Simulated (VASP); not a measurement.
# B3N2 (P3m1) in VASP: relaxation of cell and atoms with PBE

Aim: the relaxation of cell and atoms of B3N2 with PBE.

Everything below comes from runs of VASP 6.6.1. Logs are shortened: lines on timing, memory, paths and dates and some standing lists are left out, and cuts for length are marked.

## (1) The cell of the first run

Symmetry: P3m1, No. 156, trigonal system. The conventional cell has a = 3.583 Å, b = 3.583 Å, c = 4.120 Å, α = 90.00°, β = 90.00°, γ = 120.00°. Within 2.0 Å of B (site symmetry m) lie 2 B at 1.43 Å and 3 N at 1.74 to 1.90 Å. N (site symmetry 3m) has 3 B at 1.74 Å within 2.3 Å. Within 2.5 Å of N (site symmetry 3m) lie 6 B at 1.90 Å.

The cell was generated, and may not be a known phase.

## (2) Relaxation of cell and atoms, PBE

Input file INCAR:

```
ALGO = Normal
EDIFF = 1E-7
EDIFFG = -0.04
ENCUT = 1330
GGA = PE
GGA_COMPAT = False
IBRION = 2
ISIF = 3
ISMEAR = 0
LASPH = True
LCHARG = False
LREAL = False
LWAVE = False
NELM = 120
NELMIN = 4
NSW = 90
PREC = Accurate
SIGMA = 0.1
```

Input file KPOINTS:

```
k-points
0
Gamma
  6 6 4
```

Input file POSCAR:

```
B3N2
1.0
    3.5825574500      0.0000000000      0.0000000000
   -1.7912787300      3.1025857600      0.0000000000
    0.0000000000      0.0000000000      4.1200296700
B N
3 2
Direct
    0.5340607000      0.4659393000      0.9258215200
    0.5340607000      0.0681214000      0.9258215200
    0.9318786000      0.4659393000      0.9258215200
    0.3333333300      0.6666666700      0.2208499200
    0.0000000000      0.0000000000      0.7776070600
```

Potentials or basis: VASP PAW PBE potentials, release 64 (B_h, N_h).

Run with:

```bash
$ cat potpaw_PBE.64/B_h/POTCAR potpaw_PBE.64/N_h/POTCAR > POTCAR
$ mpirun -np 1 vasp_std > vasp.out
```

OUTCAR:

```text
EDIFF = 1E-7
   EDIFFG = -0.04
   ENCUT = 1330
   GGA = PE
   IBRION = 2
   ISIF = 3
   ISMEAR = 0
   LASPH = True
   LREAL = False
   NELM = 120
   NELMIN = 4
   NSW = 90
   PREC = Accurate

 ion  position               nearest neighbor table
   1  0.534  0.466  0.926-
   2  0.534  0.068  0.926-
   3  0.932  0.466  0.926-
   4  0.333  0.667  0.221-
   5  0.000  0.000  0.778-

  LATTYP: Found a hexagonal cell.
 ALAT       =     3.5825574500
 C/A-ratio  =     1.1500247316

  Lattice vectors:

 A1 = (   3.5825574500,   0.0000000000,   0.0000000000)
 A2 = (  -1.7912787300,   3.1025857600,   0.0000000000)
 A3 = (   0.0000000000,   0.0000000000,   4.1200296700)

Analysis of symmetry for initial positions (statically):
=====================================================================
 Subroutine PRICEL returns:
 Original cell was already a primitive cell.

 Routine SETGRP: Setting up the symmetry group for a
 hexagonal supercell.

 Subroutine GETGRP returns: Found  6 space group operations
 (whereof  6 operations were pure point group operations)
 out of a pool of 24 trial point group operations.

The static configuration has the point symmetry C_3v.

Analysis of symmetry for dynamics (positions and initial velocities):
=====================================================================
 Subroutine PRICEL returns:
 Original cell was already a primitive cell.

 Routine SETGRP: Setting up the symmetry group for a
 hexagonal supercell.

 Subroutine GETGRP returns: Found  6 space group operations
 (whereof  6 operations were pure point group operations)
 out of a pool of 24 trial point group operations.

The dynamic configuration has the point symmetry C_3v.

 Subroutine INISYM returns: Found  6 space group operations
 (whereof  6 operations are pure point group operations),
 and found     1 'primitive' translations

----------------------------------------------------------------------------------------

                                     Primitive cell

  volume of cell :      45.7949

  direct lattice vectors                    reciprocal lattice vectors
     3.582557450  0.000000000  0.000000000     0.279130206  0.161155900  0.000000000
    -1.791278730  3.102585760  0.000000000     0.000000000  0.322311800  0.000000000
     0.000000000  0.000000000  4.120029670     0.000000000  0.000000000  0.242716699

  length of vectors
     3.582557450  3.582557451  4.120029670     0.322311800  0.322311800  0.242716699

  position of ions in fractional coordinates (direct lattice)
     0.534060700  0.465939300  0.925821520
     0.534060700  0.068121400  0.925821520
     0.931878600  0.465939300  0.925821520
     0.333333330  0.666666670  0.220849920
     0.000000000  0.000000000  0.777607060

  ion indices of the primitive-cell ions
   primitive index   ion index
                 1           1
                 2           2
                 3           3
                 4           4
                 5           5

----------------------------------------------------------------------------------------

 KPOINTS: k-points

Automatic generation of k-mesh.
 Grid dimensions read from file:
 generate k-points for:    6    6    4

 Generating k-lattice:

  Cartesian coordinates                     Fractional coordinates (reciprocal lattice)
     0.046521701  0.026859317  0.000000000     0.166666667 -0.000000000  0.000000000
     0.000000000  0.053718633  0.000000000     0.000000000  0.166666667  0.000000000
     0.000000000  0.000000000  0.060679175     0.000000000  0.000000000  0.250000000

  Length of vectors
     0.053718633  0.053718633  0.060679175

  Shift w.r.t. Gamma in fractional coordinates (k-lattice)
     0.000000000  0.000000000  0.000000000

 Subroutine IBZKPT returns following result:
 ===========================================

 Found     24 irreducible k-points:

 Following reciprocal coordinates:
            Coordinates               Weight
  0.000000  0.000000  0.000000      1.000000
  0.166667  0.000000  0.000000      6.000000
  0.333333  0.000000  0.000000      6.000000
  0.500000  0.000000  0.000000      3.000000
  0.166667  0.166667  0.000000      6.000000
  0.333333  0.166667  0.000000     12.000000
[... 16 lines left out ...]
  0.333333  0.166667  0.500000     12.000000
  0.333333  0.333333  0.500000      2.000000
   k-points           NKPTS =     24   k-points in BZ     NKDIM =     24   number of bands    NBANDS=     13
   number of dos      NEDOS =    301   number of ions     NIONS =      5
   total plane-waves  NPLWV = 115200
   dimension x,y,z NGX =    48 NGY =   48 NGZ =   50
   dimension x,y,z NGXF=    96 NGYF=   96 NGZF=  100
   ions per type =               3   2
   NGX,Y,Z   is equivalent  to a cutoff of  22.27, 22.27, 20.18 a.u.
   NGXF,Y,Z  is equivalent  to a cutoff of  44.55, 44.55, 40.35 a.u.
 SYSTEM =  unknown system
   PREC   = accura    normal or accurate (medium, high low for compatibility)
   ISTART =      0    job   : 0-new  1-cont  2-samecut
   ICHARG =      2    charge: 1-file 2-atom 10-const
   ISPIN  =      1    spin polarized calculation?
   LNONCOLLINEAR =      F non collinear calculations
   LSORBIT =      F    spin-orbit coupling
   LASPH  =      T    aspherical Exc in radial PAW
   ENCUT  = 1330.0 eV  97.75 Ry    9.89 a.u.  10.65 10.65 12.25*2*pi/ulx,y,z
   NELM   =    120;   NELMIN=  4; NELMDL= -5     # of ELM steps
   EDIFF  = 0.1E-06   stopping-criterion for ELM
   LREAL  =      F    real-space projection
   EDIFFG = -.4E-01   stopping-criterion for IOM
   NSW    =     90    number of steps for IOM
   IBRION =      2    ionic relax: 0-MD 1-quasi-New 2-CG
   NFREE  =      1    steps in history (QN), initial steepest desc. (CG)
   ISIF   =      3    stress and relaxation
   ISYM   =      2    0-nonsym 1-usesym 2-fastsym
   POTIM  = 0.5000    time-step for ionic-motion
   TEBEG  =    0.0;   TEEND  =   0.0 temperature during run
   PSTRESS=    0.0 pullay stress
   NELECT =      19.0000    total number of electrons
   NUPDOWN=      -1.0000    fix difference up-down
   EMIN   =  10.00;   EMAX   =-10.00  energy-range for DOS
   EFERMI =   0.00;   METHOD = LEGACY
   ISMEAR =     0;   SIGMA  =   0.10  broadening in eV -4-tet -1-fermi 0-gaus
   EFERMI_NEDOS =   21; number of points for ismear=-14 and -15
   IALGO  =     38    algorithm
   IMIX   =      4    mixing-type and parameters
     AMIX     =   0.40;   BMIX     =  1.00
     AMIX_MAG =   1.60;   BMIX_MAG =  1.00
  volume/ion in A,a.u.               =       9.16        61.81
  Fermi-wavevector in a.u.,A,eV,Ry     =   1.221013  2.307380 20.284553  1.490873
  Thomas-Fermi vector in A             =   2.356210
   LORBIT       =      0    0 simple, 1 ext, 2 COOP (PROOUT), +10 PAW based schemes
   GGA     = PE    functional components
   LHFCALC =     F    Hartree Fock is set to
   AEXX    =    0.0000 exact exchange contribution
   IVDW    =     0    specifies the selected vdW correction
   LEPSILON=     F    determine dielectric tensor
   LRPA    =     F    only Hartree local field effects (RPA)
 conjugate gradient relaxation of ions
 non-spin polarized calculation
 Gauss-broadening in eV      SIGMA  =   0.10
  energy-cutoff  :     1330.00
  volume of cell :       45.79
 maximum number of plane-waves:      5113
 NGX is ok and might be reduce to    48
   NGX = 21   NGY = 21   NGZ = 25

--------------------------------------- Ionic step        1  -------------------------------------------

 number of electron      19.0000000 magnetization

 Free energy of the ion-electron system (eV)
  ---------------------------------------------------
  ext. energy  EPLUGINS =         0.00000000
  ---------------------------------------------------
  free energy    TOTEN  =       -28.64567003 eV

  energy without entropy =      -28.64414250  energy(sigma->0) =      -28.64490627

------------------------ aborting loop because EDIFF is reached ----------------------------------------

  FORCE on cell =-STRESS in cart. coord.  units (eV):
  Direction    XX          YY          ZZ          XY          YZ          ZX
  --------------------------------------------------------------------------------------
  -------------------------------------------------------------------------------------
  Total        7.8821197      7.8821197     -8.1528168     -0.0000000      0.0000000     -0.0000000
  in kB      275.7631979    275.7631975   -285.2337835     -0.0000004      0.0000000     -0.0000000
  external PRESSURE =      88.7642040 kB  Pullay stress =       0.0000000 kB
[... 98 lines left out ...]
  FREE ENERGIE OF THE ION-ELECTRON SYSTEM (eV)
  ---------------------------------------------------
  free  energy   TOTEN  =       -31.6224087658 eV

  energy  without entropy=      -31.6140682075  energy(sigma->0) =      -31.61823849

 E-fermi :   5.2733     XC(G=0): -10.0804

 val. band max:        5.1755913448   @ k =   0.1667   0.1667   0.5000
 cond. band min:       5.3697709362   @ k =   0.3333   0.0000   0.5000
 fundamental gap:      0.1941795914
 Fermi energy:         5.2732926007

 k-point     1 :       0.0000    0.0000    0.0000
  band No.  band energies     occupation
      1     -15.2128      2.00000
      2     -10.5765      2.00000
      3      -3.9962      2.00000
      4      -2.9348      2.00000
      5      -2.9348      2.00000
      6      -0.9315      2.00000
      7      -0.0286      2.00000
      8      -0.0286      2.00000
      9       1.6233      2.00000
     10       5.0574      1.99773
     11       7.3717      0.00000
     12       7.3717      0.00000
     13       9.1388      0.00000
[... 354 lines left out ...]
  band No.  band energies     occupation
      1     -14.1397      2.00000
      2     -11.1382      2.00000
      3      -7.3582      2.00000
      4      -3.7845      2.00000
      5      -2.5353      2.00000
      6      -1.5969      2.00000
      7       0.6580      2.00000
      8       0.7947      2.00000
      9       3.1225      2.00000
     10       6.2148      0.00000
     11       7.9065      0.00000
     12       8.8157      0.00000
     13      10.2320      0.00000

[... ionic steps 4 to 30 ...]

--------------------------------------- Ionic step       31  -------------------------------------------

 number of electron      19.0000000 magnetization

------------------------ aborting loop because EDIFF is reached ----------------------------------------
[... 73 lines left out ...]
--------------------------------------- Ionic step       33  -------------------------------------------

 number of electron      19.0000000 magnetization

 Free energy of the ion-electron system (eV)
  ---------------------------------------------------
  ext. energy  EPLUGINS =         0.00000000
  ---------------------------------------------------
  free energy    TOTEN  =       -32.65194086 eV

  energy without entropy =      -32.64830804  energy(sigma->0) =      -32.65012445

 E-fermi :   3.8382     XC(G=0):  -9.1870

 val. band max:        3.7185401562   @ k =   0.0000   0.3333   0.2500
 cond. band min:       3.8607602057   @ k =   0.3333   0.0000   0.5000
 fundamental gap:      0.1422200494
 Fermi energy:         3.8382475113

 k-point     1 :       0.0000    0.0000    0.0000
  band No.  band energies     occupation
      1     -16.5742      2.00000
      2     -12.0879      2.00000
      3      -5.4155      2.00000
      4      -4.2547      2.00000
      5      -4.2547      2.00000
      6      -2.2897      2.00000
      7      -1.2853      2.00000
      8      -1.2853      2.00000
      9       0.3567      2.00000
     10       3.6088      1.99883
     11       6.0310      0.00000
     12       6.0310      0.00000
     13       7.6971      0.00000
[... 398 lines left out ...]
  FREE ENERGIE OF THE ION-ELECTRON SYSTEM (eV)
  ---------------------------------------------------
  free  energy   TOTEN  =       -32.6519408560 eV

  energy  without entropy=      -32.6483080365  energy(sigma->0) =      -32.65012445

 reached required accuracy - stopping structural energy minimisation
```

Wall time 16 min (1 thread of Intel Xeon Platinum 8375C at 2.90GHz (Ice Lake), shared host); peak memory 0.36 GiB.

Results:

```
Free energy                           : -32.6519 eV
Relaxed volume                        : 10.76 Å³/atom
Relaxed cell                          : a = 3.583 Å, b = 3.583 Å, c = 4.838 Å, α = 90.00°, β = 90.00°, γ = 120.00°
Space group after relaxing (to 0.1 Å) : P3m1 (No. 156)
Pressure after relaxing               : 0.1 GPa
Largest force after relaxing          : 0.033 eV/Å
Band gap on the k mesh                : zero (an odd number of electrons rules out a gap without spin polarisation)
```

Forces in eV/Å, atoms in the order of the input:
```
B    0.008 -0.004  0.011
B    0.000  0.009  0.011
B   -0.008 -0.004  0.011
N    0.000  0.000 -0.033
N    0.000  0.000  0.001
```

Final structure:
```yaml
crystal:
  lattice:
    - [3.58299, 0.00000, 0.00000]
    - [-1.79149, 3.10296, 0.00000]
    - [0.00000, 0.00000, 4.83783]
  atoms:
    - { symbol: B, position: [0.50731, 0.49269, 0.94405] }
    - { symbol: B, position: [0.50731, 0.01463, 0.94405] }
    - { symbol: B, position: [0.98537, 0.49269, 0.94405] }
    - { symbol: N, position: [0.33333, 0.66667, 0.15139] }
    - { symbol: N, position: [0.00000, 0.00000, 0.79238] }
```

Levels at points of the mesh, in eV from the Fermi level:
```
           k point  band 6  band 7  band 8  band 9  band 10  band 11  band 12  band 13
(0.00, 0.00, 0.00)   -6.13   -5.12   -5.12   -3.48    -0.23     2.19     2.19     3.86
(0.50, 0.00, 0.00)   -7.09   -4.56   -3.50   -2.58     0.80     2.42     3.25     4.99
(0.00, 0.00, 0.50)   -6.10   -5.13   -5.13   -3.08    -0.48     2.14     2.14     3.77
(0.50, 0.00, 0.50)   -7.25   -4.63   -3.12   -2.46     0.87     2.56     3.23     4.96
```

Caveat: the k points lie up to 0.34 Å⁻¹ apart in the final cell, too coarse for converged energies and pressures of a metal; the volume moved by over 15 % at a fixed basis, so the end points are rough; this functional lacks dispersion, which binds layers or chains, so the pressure and a relaxed spacing across them are unreliable; an odd number of electrons without spin polarisation forces a metal; a magnetic or distorted state may lie lower.

The gap in the log of VASP goes by the Fermi energy; the results here count the filled bands.